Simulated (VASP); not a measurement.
# Sb (Fm-3m) in VASP: notebook

Runs on Sb. Level: PBE. Tasks: electric field gradients.

All numbers are computed with VASP 6.6.1; they aren't measurements. Logs are shortened: lines on timing, memory, paths and dates and some standing lists are left out, and cuts for length are marked.

## 1. The cell of the first run

It takes space group Fm-3m (No. 225, cubic). Conventional cell: a = 4.595 Å, b = 4.595 Å, c = 4.595 Å, α = 90.00°, β = 90.00°, γ = 90.00°. Within 4.3 Å of Sb (site symmetry m-3m) lie 12 Sb at 3.25 Å.

## 2. Electric field gradients, PBE (volume scaled by 0.99)

Input file INCAR:

```
PREC     = Accurate       # precision mode
ENCUT    = 520            # plane-wave cutoff, eV
EDIFF    = 1E-8           # SCF threshold, eV
ISMEAR   = -1             # smearing method
SIGMA    = 0.05           # smearing width, eV
LREAL    = False          # projectors in reciprocal space
LASPH    = True           # aspherical terms in the spheres
NELM     = 60             # most SCF steps
ALGO     = Normal         # electronic algorithm
ISIF     = 2              # what is computed and relaxed
LWAVE    = False          # write WAVECAR
LCHARG   = False          # write CHGCAR
GGA      = PE             # functional
LEFG     = True         
NBANDS   = 8              # bands
```

Input file KPOINTS:

```
regular mesh
0
Gamma
  12 12 12
```

Input file POSCAR:

```
Sb
1.0
    0.0000000000      2.2972909123      2.2972909123
    2.2972909123      0.0000000000      2.2972909123
    2.2972909123      2.2972909123      0.0000000000
Sb
1
Direct
    0.0000000000      0.0000000000      0.0000000000
```

Potentials or basis: VASP PAW PBE potentials, release 64 (Sb).

The run is started by

```bash
$ cat potpaw_PBE.64/Sb/POTCAR > POTCAR
$ mpirun -np 1 vasp_std > vasp.out
```

OUTCAR:

```text
PREC = Accurate
   ENCUT = 520
   EDIFF = 1E-8
   ISMEAR = -1
   LREAL = False
   LASPH = True
   NELM = 60
   ISIF = 2
   GGA = PE

 ion  position               nearest neighbor table
   1  0.000  0.000  0.000-

  LATTYP: Found a face centered cubic cell.
 ALAT       =     4.5945818246

  Lattice vectors:

 A1 = (   0.0000000000,   2.2972909123,   2.2972909123)
 A2 = (   2.2972909123,   0.0000000000,   2.2972909123)
 A3 = (   2.2972909123,   2.2972909123,   0.0000000000)

Analysis of symmetry for initial positions (statically):
=====================================================================
 Subroutine PRICEL returns:
 Original cell was already a primitive cell.

 Routine SETGRP: Setting up the symmetry group for a
 face centered cubic supercell.

 Subroutine GETGRP returns: Found 48 space group operations
 (whereof 48 operations were pure point group operations)
 out of a pool of 48 trial point group operations.

The static configuration has the point symmetry O_h .

Analysis of symmetry for dynamics (positions and initial velocities):
=====================================================================
 Subroutine PRICEL returns:
 Original cell was already a primitive cell.

 Routine SETGRP: Setting up the symmetry group for a
 face centered cubic supercell.

 Subroutine GETGRP returns: Found 48 space group operations
 (whereof 48 operations were pure point group operations)
 out of a pool of 48 trial point group operations.

The dynamic configuration has the point symmetry O_h .

 Subroutine INISYM returns: Found 48 space group operations
 (whereof 48 operations are pure point group operations),
 and found     1 'primitive' translations

----------------------------------------------------------------------------------------

                                     Primitive cell

  volume of cell :      24.2481

  direct lattice vectors                    reciprocal lattice vectors
     0.000000000  2.297290912  2.297290912    -0.217647664  0.217647664  0.217647664
     2.297290912  0.000000000  2.297290912     0.217647664 -0.217647664  0.217647664
     2.297290912  2.297290912  0.000000000     0.217647664  0.217647664 -0.217647664

  length of vectors
     3.248859965  3.248859965  3.248859965     0.376976812  0.376976812  0.376976812

  position of ions in fractional coordinates (direct lattice)
     0.000000000  0.000000000  0.000000000

  ion indices of the primitive-cell ions
   primitive index   ion index
                 1           1

----------------------------------------------------------------------------------------

 KPOINTS: regular mesh

Automatic generation of k-mesh.
 Grid dimensions read from file:
 generate k-points for:   12   12   12

 Generating k-lattice:

  Cartesian coordinates                     Fractional coordinates (reciprocal lattice)
    -0.018137305  0.018137305  0.018137305     0.083333333  0.000000000  0.000000000
     0.018137305 -0.018137305  0.018137305     0.000000000  0.083333333  0.000000000
     0.018137305  0.018137305 -0.018137305     0.000000000  0.000000000  0.083333333

  Length of vectors
     0.031414734  0.031414734  0.031414734

  Shift w.r.t. Gamma in fractional coordinates (k-lattice)
     0.000000000  0.000000000  0.000000000

 Subroutine IBZKPT returns following result:
 ===========================================

 Found     72 irreducible k-points:

 Following reciprocal coordinates:
            Coordinates               Weight
  0.000000  0.000000  0.000000      1.000000
  0.083333  0.000000  0.000000      8.000000
  0.166667  0.000000  0.000000      8.000000
  0.250000  0.000000  0.000000      8.000000
  0.333333  0.000000  0.000000      8.000000
  0.416667  0.000000  0.000000      8.000000
[... 16 lines left out ...]
  0.500000  0.166667  0.000000     24.000000
 -0.416667  0.166667  0.000000     24.000000
 [... further k-points ...]
   k-points           NKPTS =     72   k-points in BZ     NKDIM =     72   number of bands    NBANDS=      8
   number of dos      NEDOS =    301   number of ions     NIONS =      1
   total plane-waves  NPLWV =  13824
   dimension x,y,z NGX =    24 NGY =   24 NGZ =   24
   dimension x,y,z NGXF=    48 NGYF=   48 NGZF=   48
   ions per type =               1
   NGX,Y,Z   is equivalent  to a cutoff of  12.28, 12.28, 12.28 a.u.
   NGXF,Y,Z  is equivalent  to a cutoff of  24.56, 24.56, 24.56 a.u.
 SYSTEM =  unknown system
   PREC   = accura    normal or accurate (medium, high low for compatibility)
   ISTART =      0    job   : 0-new  1-cont  2-samecut
   ICHARG =      2    charge: 1-file 2-atom 10-const
   ISPIN  =      1    spin polarized calculation?
   LNONCOLLINEAR =      F non collinear calculations
   LSORBIT =      F    spin-orbit coupling
   LASPH  =      T    aspherical Exc in radial PAW
   ENCUT  =  520.0 eV  38.22 Ry    6.18 a.u.   6.04  6.04  6.04*2*pi/ulx,y,z
   NELM   =     60;   NELMIN=  2; NELMDL= -5     # of ELM steps
   EDIFF  = 0.1E-07   stopping-criterion for ELM
   LREAL  =      F    real-space projection
   EDIFFG = 0.1E-06   stopping-criterion for IOM
   NSW    =      0    number of steps for IOM
   IBRION =     -1    ionic relax: 0-MD 1-quasi-New 2-CG
   NFREE  =      0    steps in history (QN), initial steepest desc. (CG)
   ISIF   =      2    stress and relaxation
   ISYM   =      2    0-nonsym 1-usesym 2-fastsym
   POTIM  = 0.5000    time-step for ionic-motion
   TEBEG  =    0.0;   TEEND  =   0.0 temperature during run
   PSTRESS=    0.0 pullay stress
   NELECT =       5.0000    total number of electrons
   NUPDOWN=      -1.0000    fix difference up-down
   EMIN   =  10.00;   EMAX   =-10.00  energy-range for DOS
   EFERMI =   0.00;   METHOD = LEGACY
   ISMEAR =    -1;   SIGMA  =   0.05  broadening in eV -4-tet -1-fermi 0-gaus
   EFERMI_NEDOS =   21; number of points for ismear=-14 and -15
   IALGO  =     38    algorithm
   IMIX   =      4    mixing-type and parameters
     AMIX     =   0.40;   BMIX     =  1.00
     AMIX_MAG =   1.60;   BMIX_MAG =  1.00
  volume/ion in A,a.u.               =      24.25       163.63
  Fermi-wavevector in a.u.,A,eV,Ry     =   0.967176  1.827698 12.727290  0.935429
  Thomas-Fermi vector in A             =   2.097040
   LORBIT       =      0    0 simple, 1 ext, 2 COOP (PROOUT), +10 PAW based schemes
   GGA     = PE    functional components
   LHFCALC =     F    Hartree Fock is set to
   AEXX    =    0.0000 exact exchange contribution
   IVDW    =     0    specifies the selected vdW correction
   LEPSILON=     F    determine dielectric tensor
   LRPA    =     F    only Hartree local field effects (RPA)
 non-spin polarized calculation
  energy-cutoff  :      520.00
  volume of cell :       24.25
 maximum number of plane-waves:       664
   NGX = 13   NGY = 13   NGZ = 13

 number of electron       4.9999999 magnetization

 Free energy of the ion-electron system (eV)
  ---------------------------------------------------
  ext. energy  EPLUGINS =         0.00000000
  ---------------------------------------------------
  free energy    TOTEN  =        -3.73631418 eV

  energy without entropy =       -3.73027425  energy(sigma->0) =       -3.73329421

 E-fermi :  10.0277     XC(G=0): -10.6991

 val. band max:        9.9256410241   @ k =   0.5000   0.4167   0.0833
 cond. band min:      10.0404450894   @ k =   0.4167   0.3333   0.0000
 fundamental gap:      0.1148040653
 Fermi energy:        10.0276890451

 k-point     1 :       0.0000    0.0000    0.0000
  band No.  band energies     occupation
      1      -3.8374      2.00000
      2      16.0883      0.00000
      3      16.0883      0.00000
      4      16.0883      0.00000
      5      20.1740      0.00000
      6      20.2648      0.00000
      7      20.2648      0.00000
      8      20.2648      0.00000

 k-point     2 :       0.0833    0.0000    0.0000
  band No.  band energies     occupation
      1      -3.6857      2.00000
      2      14.6173      0.00000
      3      15.8634      0.00000
      4      15.8634      0.00000
      5      19.1926      0.00000
      6      20.6178      0.00000
      7      20.6178      0.00000
      8      22.2475      0.00000

 k-point     3 :       0.1667    0.0000    0.0000
  band No.  band energies     occupation
      1      -3.2318      2.00000
      2      11.9214      0.00000
      3      15.3743      0.00000
      4      15.3743      0.00000
      5      18.7895      0.00000
      6      21.2088      0.00000
      7      21.2088      0.00000
      8      22.7960      0.00000
[... 210 lines left out ...]
 k-point    23 :       0.5000    0.1667    0.0000
  band No.  band energies     occupation
      1       0.6269      2.00000
      2       4.5048      2.00000
      3      11.0736      0.00000
      4      12.7001      0.00000
      5      16.4929      0.00000
      6      21.4957      0.00000
      7      21.6469      0.00000
      8      23.8422      0.00000

 k-point    24 :      -0.4167    0.1667    0.0000
  band No.  band energies     occupation
      1       0.8991      2.00000
      2       4.1436      2.00000
      3      10.5613      0.00005
      4      13.1572      0.00000
      5      16.8383      0.00000
      6      21.0386      0.00000
      7      21.4030      0.00000
      8      24.4402      0.00000

 [... further k-points ...]
[... 5 lines left out ...]
  --------------------------------------------------------------------------------------
  -------------------------------------------------------------------------------------
  Total        1.4423994      1.4423994      1.4423994      0.0000000      0.0000000      0.0000000
  in kB       95.3055401     95.3055401     95.3055401      0.0000000      0.0000000      0.0000000
  external PRESSURE =      95.3055401 kB  Pullay stress =       0.0000000 kB

 VOLUME and BASIS-vectors are now :
 -----------------------------------------------------------------------------
  energy-cutoff  :      520.00
  volume of cell :       24.25
      direct lattice vectors                 reciprocal lattice vectors
     0.000000000  2.297290912  2.297290912    -0.217647664  0.217647664  0.217647664
     2.297290912  0.000000000  2.297290912     0.217647664 -0.217647664  0.217647664
     2.297290912  2.297290912  0.000000000     0.217647664  0.217647664 -0.217647664

 POSITION                                       TOTAL-FORCE (eV/Angst)
 -----------------------------------------------------------------------------------
      0.00000      0.00000      0.00000         0.000000      0.000000      0.000000
 -----------------------------------------------------------------------------------
    total drift:                                0.000000     -0.000000      0.000000

  FREE ENERGIE OF THE ION-ELECTRON SYSTEM (eV)
  ---------------------------------------------------
  free  energy   TOTEN  =        -3.7363141761 eV

  energy  without entropy=       -3.7302742538  energy(sigma->0) =       -3.73329421

 Electric field gradients (V/A^2)
---------------------------------------------------------------------
 ion       V_xx      V_yy      V_zz      V_xy      V_xz      V_yz
---------------------------------------------------------------------
   1      -0.000     0.000     0.000     0.000     0.000     0.000
---------------------------------------------------------------------

 Electric field gradients after diagonalization (V/A^2)
 (convention: |V_zz| > |V_xx| > |V_yy|)
----------------------------------------------------------------------
 ion       V_xx      V_yy      V_zz     asymmetry (V_yy - V_xx)/ V_zz
----------------------------------------------------------------------
   1      -0.000    -0.000     0.000       0.000
----------------------------------------------------------------------

           NMR quadrupolar parameters

 Cq : quadrupolar parameter    Cq=e*Q*V_zz/h
 eta: asymmetry parameters     (V_yy - V_xx)/ V_zz
 Q  : nuclear electric quadrupole moment in mb (millibarn)
----------------------------------------------------------------------
 ion       Cq(MHz)       eta       Q (mb)
----------------------------------------------------------------------
   1       0.000       0.000       1.000
----------------------------------------------------------------------
```

Wall time 6.2 s (1 thread of Intel Xeon Platinum 8488C (Sapphire Rapids), shared host); peak memory 0.14 GiB.

Results:

| Item | Value |
| --- | --- |
| Free energy | -3.7363 eV |
| Pressure | 9.5 GPa |

Levels at points of the mesh, in eV from the Fermi level:
| k point | band 1 | band 2 | band 3 | band 4 | band 5 | band 6 |
| --- | --- | --- | --- | --- | --- | --- |
| (0.00, 0.00, 0.00) | -13.87 | 6.06 | 6.06 | 6.06 | 10.15 | 10.24 |
| (0.50, 0.00, 0.00) | -9.50 | -6.59 | 4.09 | 4.09 | 8.82 | 9.30 |
| (0.50, 0.50, 0.00) | -7.55 | -5.58 | 0.33 | 0.33 | 4.19 | 4.49 |

Caveat: without QUAD_EFG the Cq values of the log hold for a quadrupole moment of 1 mb, not for the nuclei; spin-orbit coupling is left out, which moves the levels of the heavy elements.

(Continued in part 2 of 3.)
